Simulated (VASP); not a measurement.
Runs of VASP 6.6.1 on MnSi. The structure is that of space group Pm-3m (No. 221), or close to it. The cells are those of the table. 

```csv
level,cell,cutoff (eV),share of exact exchange,screening parameter,gap on the mesh (eV),pressure (GPa),moment (μB)
PBE-based screened hybrid with 25 % exact exchange,"a = 3.120 Å, 2 atoms",400,0.25,0.3 1/Å,none,-0.6,3.88
r2SCAN0,"a = 3.072 Å, 2 atoms",520,0.25,-,none,-2.2,3.43
PBE-based screened hybrid with 25 % exact exchange,"a = 3.072 Å, 2 atoms",520,0.25,0.3 1/Å,none,4.7,(a)
HSE06,"a = 3.119 Å, 2 atoms",400,0.25,0.2079 1/Å,none,-0.6,3.88
HF,"a = 3.468 Å, 2 atoms",520,1,-,none,(b),4.01
B3LYP,"a = 3.072 Å, 2 atoms",520,0.2,-,none,1.9,3.43
```

Alike in all rows: task single point; potentials or basis VASP PAW PBE potentials, release 64 (Mn_pv, Si); spin collinear, ferromagnetic start; k mesh 5 × 5 × 5; smearing fermi-dirac 0.05 eV.

Q: Fill in the values left out.

A: (a) 3.86; (b) 0.7.

Caveats: all runs use coarse meshes; the PAW data sets were made with another functional, which shifts forces and pressure a little.

A gap of «none» marks levels without a gap at the run's occupations.
